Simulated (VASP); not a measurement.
# LuTl2S4Br (P4/mmm) in VASP: a series of runs

LuTl2S4Br is run at these levels: PBE, LDA; tasks: single point.

All numbers are computed with VASP 6.6.1; they aren't measurements. Logs are shortened: lines on timing, memory, paths and dates and some standing lists are left out, and cuts for length are marked.

## 1. The cell of the first run

Symmetry: P4/mmm, No. 123, tetragonal system. Conventional cell: a = 4.250 Å, b = 4.250 Å, c = 10.091 Å, α = 90.00°, β = 90.00°, γ = 90.00°. Lu (site symmetry 4/mmm) has 8 S at 2.59 Å within 3.4 Å. Tl (site symmetry 4mm) has 4 S at 2.47 Å within 3.3 Å. Within 3.3 Å of S (site symmetry 2mm) lie 2 Tl at 2.47 Å and 2 Lu at 2.59 Å and 5 S at 2.95 to 3.00 Å. Br (site symmetry 4/mmm) has 8 Tl at 3.79 Å and 8 S at 4.16 Å and 4 Br at 4.25 Å and 2 Lu at 5.05 Å within 5.1 Å.

## 2. Single point, PBE

The input, INCAR:

```
ALGO = Normal
EDIFF = 1E-6
ENCUT = 520
GGA = PE
ISIF = 2
ISMEAR = -1
LASPH = T
LCHARG = F
LREAL = F
LWAVE = F
NBANDS = 51
NELM = 100
PREC = Accurate
SIGMA = 0.0506
```

The input, KPOINTS:

```
k-points
0
Gamma
  4 4 2
```

The input, POSCAR:

```
LuTl2S4Br
1.0
    4.2496680000      0.0000000000      0.0000000000
    0.0000000000      4.2496680000      0.0000000000
    0.0000000000      0.0000000000     10.0908590000
Lu Tl S Br
1 2 4 1
Direct
    0.0000000000      0.0000000000      0.0000000000
    0.5000000000      0.5000000000      0.7293000000
    0.5000000000      0.5000000000      0.2707000000
    0.5000000000      0.0000000000      0.8540000000
    0.0000000000      0.5000000000      0.8540000000
    0.5000000000      0.0000000000      0.1460000000
    0.0000000000      0.5000000000      0.1460000000
    0.0000000000      0.0000000000      0.5000000000
```

Potentials or basis: VASP PAW PBE potentials, release 64 (Lu, Tl_d, S, Br).

Started as:

```sh
$ cat potpaw_PBE.64/Lu/POTCAR potpaw_PBE.64/Tl_d/POTCAR potpaw_PBE.64/S/POTCAR potpaw_PBE.64/Br/POTCAR > POTCAR
$ mpirun -np 1 vasp_std > vasp.out
```

OUTCAR:

```text
EDIFF = 1E-6
   ENCUT = 520
   GGA = PE
   ISIF = 2
   ISMEAR = -1
   LASPH = T
   LREAL = F
   NELM = 100
   PREC = Accurate

 ion  position               nearest neighbor table
   1  0.000  0.000  0.000-   4 2.59   5 2.59   6 2.59   7 2.59   5 2.59   7 2.59   4 2.59   6 2.59

   2  0.500  0.500  0.729-   4 2.47   5 2.47   4 2.47   5 2.47
   3  0.500  0.500  0.271-   6 2.47   7 2.47   6 2.47   7 2.47
   4  0.500  0.000  0.854-   2 2.47   2 2.47   1 2.59   1 2.59
   5  0.000  0.500  0.854-   2 2.47   2 2.47   1 2.59   1 2.59
   6  0.500  0.000  0.146-   3 2.47   3 2.47   1 2.59   1 2.59
   7  0.000  0.500  0.146-   3 2.47   3 2.47   1 2.59   1 2.59
   8  0.000  0.000  0.500-

  LATTYP: Found a simple tetragonal cell.
 ALAT       =     4.2496680000
 C/A-ratio  =     2.3745052555

  Lattice vectors:

 A1 = (   4.2496680000,   0.0000000000,   0.0000000000)
 A2 = (   0.0000000000,   4.2496680000,   0.0000000000)
 A3 = (   0.0000000000,   0.0000000000,  10.0908590000)

Analysis of symmetry for initial positions (statically):
=====================================================================
 Subroutine PRICEL returns:
 Original cell was already a primitive cell.

 Routine SETGRP: Setting up the symmetry group for a
 simple tetragonal supercell.

 Subroutine GETGRP returns: Found 16 space group operations
 (whereof 16 operations were pure point group operations)
 out of a pool of 16 trial point group operations.

The static configuration has the point symmetry D_4h.

Analysis of symmetry for dynamics (positions and initial velocities):
=====================================================================
 Subroutine PRICEL returns:
 Original cell was already a primitive cell.

 Routine SETGRP: Setting up the symmetry group for a
 simple tetragonal supercell.

 Subroutine GETGRP returns: Found 16 space group operations
 (whereof 16 operations were pure point group operations)
 out of a pool of 16 trial point group operations.

The dynamic configuration has the point symmetry D_4h.

 Subroutine INISYM returns: Found 16 space group operations
 (whereof 16 operations are pure point group operations),
 and found     1 'primitive' translations

----------------------------------------------------------------------------------------

                                     Primitive cell

  volume of cell :     182.2377

  direct lattice vectors                    reciprocal lattice vectors
     4.249668000  0.000000000  0.000000000     0.235312500  0.000000000  0.000000000
     0.000000000  4.249668000  0.000000000     0.000000000  0.235312500  0.000000000
     0.000000000  0.000000000 10.090859000     0.000000000  0.000000000  0.099099591

  length of vectors
     4.249668000  4.249668000 10.090859000     0.235312500  0.235312500  0.099099591

  position of ions in fractional coordinates (direct lattice)
     0.000000000  0.000000000  0.000000000
     0.500000000  0.500000000  0.729300000
     0.500000000  0.500000000  0.270700000
     0.500000000  0.000000000  0.854000000
     0.000000000  0.500000000  0.854000000
     0.500000000  0.000000000  0.146000000
     0.000000000  0.500000000  0.146000000
     0.000000000  0.000000000  0.500000000

  ion indices of the primitive-cell ions
   primitive index   ion index
                 1           1
                 2           2
                 3           3
                 4           4
                 5           5
                 6           6
                 7           7
                 8           8

----------------------------------------------------------------------------------------

 KPOINTS: k-points

Automatic generation of k-mesh.
 Grid dimensions read from file:
 generate k-points for:    4    4    2

 Generating k-lattice:

  Cartesian coordinates                     Fractional coordinates (reciprocal lattice)
     0.058828125  0.000000000  0.000000000     0.250000000  0.000000000  0.000000000
     0.000000000  0.058828125  0.000000000     0.000000000  0.250000000  0.000000000
     0.000000000  0.000000000  0.049549796     0.000000000  0.000000000  0.500000000

  Length of vectors
     0.058828125  0.058828125  0.049549796

  Shift w.r.t. Gamma in fractional coordinates (k-lattice)
     0.000000000  0.000000000  0.000000000

 Subroutine IBZKPT returns following result:
 ===========================================

 Found     12 irreducible k-points:

 Following reciprocal coordinates:
            Coordinates               Weight
  0.000000  0.000000  0.000000      1.000000
  0.250000  0.000000  0.000000      4.000000
  0.500000  0.000000  0.000000      2.000000
  0.250000  0.250000  0.000000      4.000000
  0.500000  0.250000  0.000000      4.000000
  0.500000  0.500000  0.000000      1.000000
  0.000000  0.000000  0.500000      1.000000
  0.250000  0.000000  0.500000      4.000000
  0.500000  0.000000  0.500000      2.000000
  0.250000  0.250000  0.500000      4.000000
  0.500000  0.250000  0.500000      4.000000
  0.500000  0.500000  0.500000      1.000000
   k-points           NKPTS =     12   k-points in BZ     NKDIM =     12   number of bands    NBANDS=     51
   number of dos      NEDOS =    301   number of ions     NIONS =      8
   total plane-waves  NPLWV =  81920
   dimension x,y,z NGX =    32 NGY =   32 NGZ =   80
   dimension x,y,z NGXF=    64 NGYF=   64 NGZF=  160
   ions per type =               1   2   4   1
   NGX,Y,Z   is equivalent  to a cutoff of  12.52, 12.52, 13.18 a.u.
   NGXF,Y,Z  is equivalent  to a cutoff of  25.04, 25.04, 26.36 a.u.
 SYSTEM =  unknown system
   PREC   = accura    normal or accurate (medium, high low for compatibility)
   ISTART =      0    job   : 0-new  1-cont  2-samecut
   ICHARG =      2    charge: 1-file 2-atom 10-const
   ISPIN  =      1    spin polarized calculation?
   LNONCOLLINEAR =      F non collinear calculations
   LSORBIT =      F    spin-orbit coupling
   LASPH  =      T    aspherical Exc in radial PAW
   ENCUT  =  520.0 eV  38.22 Ry    6.18 a.u.   7.90  7.90 18.76*2*pi/ulx,y,z
   NELM   =    100;   NELMIN=  2; NELMDL= -5     # of ELM steps
   EDIFF  = 0.1E-05   stopping-criterion for ELM
   LREAL  =      F    real-space projection
   EDIFFG = 0.1E-04   stopping-criterion for IOM
   NSW    =      0    number of steps for IOM
   IBRION =     -1    ionic relax: 0-MD 1-quasi-New 2-CG
   NFREE  =      0    steps in history (QN), initial steepest desc. (CG)
   ISIF   =      2    stress and relaxation
   ISYM   =      2    0-nonsym 1-usesym 2-fastsym
   POTIM  = 0.5000    time-step for ionic-motion
   TEBEG  =    0.0;   TEEND  =   0.0 temperature during run
   PSTRESS=    0.0 pullay stress
   NELECT =      82.0000    total number of electrons
   NUPDOWN=      -1.0000    fix difference up-down
   EMIN   =  10.00;   EMAX   =-10.00  energy-range for DOS
   EFERMI =   0.00;   METHOD = LEGACY
   ISMEAR =    -1;   SIGMA  =   0.05  broadening in eV -4-tet -1-fermi 0-gaus
   EFERMI_NEDOS =   21; number of points for ismear=-14 and -15
   IALGO  =     38    algorithm
   IMIX   =      4    mixing-type and parameters
     AMIX     =   0.40;   BMIX     =  1.00
     AMIX_MAG =   1.60;   BMIX_MAG =  1.00
  volume/ion in A,a.u.               =      22.78       153.73
  Fermi-wavevector in a.u.,A,eV,Ry     =   1.254489  2.370640 21.412056  1.573742
  Thomas-Fermi vector in A             =   2.388291
   LORBIT       =      0    0 simple, 1 ext, 2 COOP (PROOUT), +10 PAW based schemes
   GGA     = PE    functional components
   LHFCALC =     F    Hartree Fock is set to
   AEXX    =    0.0000 exact exchange contribution
   IVDW    =     0    specifies the selected vdW correction
   LEPSILON=     F    determine dielectric tensor
   LRPA    =     F    only Hartree local field effects (RPA)
 non-spin polarized calculation
  energy-cutoff  :      520.00
  volume of cell :      182.24
 maximum number of plane-waves:      4924
 NGX is ok and might be reduce to    32
   NGX = 15   NGY = 15   NGZ = 37

 number of electron      82.0000013 magnetization

 Free energy of the ion-electron system (eV)
  ---------------------------------------------------
  ext. energy  EPLUGINS =         0.00000000
  ---------------------------------------------------
  free energy    TOTEN  =       -27.63922764 eV

  energy without entropy =      -27.58480410  energy(sigma->0) =      -27.61201587

 E-fermi :   4.1670     XC(G=0):  -9.8343

 val. band max:        4.1331621045   @ k =   0.2500   0.2500   0.0000
 cond. band min:       4.2835132943   @ k =   0.2500   0.0000   0.0000
 fundamental gap:      0.1503511899
 Fermi energy:         4.1669902118

 k-point     1 :       0.0000    0.0000    0.0000
  band No.  band energies     occupation
      1     -50.6136      2.00000
      2     -21.4803      2.00000
      3     -21.4311      2.00000
      4     -21.4311      2.00000
      5     -10.6938      2.00000
      6      -9.8210      2.00000
[... 43 lines left out ...]
     50       9.4154      0.00000
     51       9.4154      0.00000

 k-point     2 :       0.2500    0.0000    0.0000
  band No.  band energies     occupation
      1     -50.6132      2.00000
      2     -21.4762      2.00000
      3     -21.4708      2.00000
      4     -21.4290      2.00000
      5     -10.3283      2.00000
      6      -9.6172      2.00000
[... 43 lines left out ...]
     50      10.1665      0.00000
     51      10.1981      0.00000

 k-point     3 :       0.5000    0.0000    0.0000
  band No.  band energies     occupation
      1     -50.6129      2.00000
      2     -21.5205      2.00000
      3     -21.4613      2.00000
      4     -21.4270      2.00000
      5      -9.6442      2.00000
      6      -9.3963      2.00000
[... 43 lines left out ...]
     50      11.3086      0.00000
     51      11.3708      0.00000
[... 379 lines left out ...]
 k-point    11 :       0.5000    0.2500    0.5000
  band No.  band energies     occupation
      1     -50.6125      2.00000
      2     -21.5178      2.00000
      3     -21.4714      2.00000
      4     -21.4523      2.00000
      5      -9.4133      2.00000
      6      -9.2784      2.00000
[... 43 lines left out ...]
     50      11.0631      0.00000
     51      11.1519      0.00000

 k-point    12 :       0.5000    0.5000    0.5000
  band No.  band energies     occupation
      1     -50.6121      2.00000
      2     -21.5150      2.00000
      3     -21.5150      2.00000
      4     -21.4433      2.00000
      5      -9.1707      2.00000
      6      -9.1707      2.00000
[... 43 lines left out ...]
     50      10.5869      0.00000
     51      11.0226      0.00000

------------------------ aborting loop because EDIFF is reached ----------------------------------------

  FORCE on cell =-STRESS in cart. coord.  units (eV):
  Direction    XX          YY          ZZ          XY          YZ          ZX
  --------------------------------------------------------------------------------------
  -------------------------------------------------------------------------------------
  Total       26.1075795     26.1075795     14.7378185      0.0000000     -0.0000000      0.0000000
  in kB      229.5297846    229.5297846    129.5703535      0.0000000     -0.0000000      0.0000000
  external PRESSURE =     196.2099743 kB  Pullay stress =       0.0000000 kB

 VOLUME and BASIS-vectors are now :
 -----------------------------------------------------------------------------
  energy-cutoff  :      520.00
  volume of cell :      182.24
      direct lattice vectors                 reciprocal lattice vectors
     4.249668000  0.000000000  0.000000000     0.235312500  0.000000000  0.000000000
     0.000000000  4.249668000  0.000000000     0.000000000  0.235312500  0.000000000
     0.000000000  0.000000000 10.090859000     0.000000000  0.000000000  0.099099591

 POSITION                                       TOTAL-FORCE (eV/Angst)
 -----------------------------------------------------------------------------------
      0.00000      0.00000      0.00000        -0.000000     -0.000000      0.000000
      2.12483      2.12483      7.35926        -0.000000      0.000000     -3.622186
      2.12483      2.12483      2.73160         0.000000      0.000000      3.622186
      2.12483      0.00000      8.61759         0.000000     -0.000000      0.367785
      0.00000      2.12483      8.61759        -0.000000     -0.000000      0.367785
      2.12483      0.00000      1.47327        -0.000000     -0.000000     -0.367785
      0.00000      2.12483      1.47327        -0.000000     -0.000000     -0.367785
      0.00000      0.00000      5.04543        -0.000000     -0.000000      0.000000
 -----------------------------------------------------------------------------------
    total drift:                                0.000000     -0.000000      0.000000

  FREE ENERGIE OF THE ION-ELECTRON SYSTEM (eV)
  ---------------------------------------------------
  free  energy   TOTEN  =       -27.6392276389 eV

  energy  without entropy=      -27.5848040988  energy(sigma->0) =      -27.61201587
```

It took 2.5 min on 1 thread of Intel Xeon Platinum 8259CL at 2.50GHz (Skylake/Cascade Lake), shared host; peak memory 0.34 GiB.

Results:

* Free energy: -27.6392 eV
* Pressure: 19.6 GPa
* Largest force: 3.622 eV/Å
* Band gap on the k mesh: zero (bands 41 and 42 overlap by 0.83 eV)

Forces on the atoms (eV/Å):
```
Lu   0.000  0.000  0.000
Tl   0.000  0.000 -3.622
Tl   0.000  0.000  3.622
S    0.000  0.000  0.368
S    0.000  0.000  0.368
S    0.000  0.000 -0.368
S    0.000  0.000 -0.368
Br   0.000  0.000  0.000
```

Caveat: the k points lie up to 0.37 Å⁻¹ apart, too coarse for converged energies and pressures of a metal; spin-orbit coupling is left out, which moves the levels of the heavy elements; forces of over 1 eV/Å act on the atoms, so gaps and moduli don't describe the material at rest.

(Continued in part 2 of 2.)
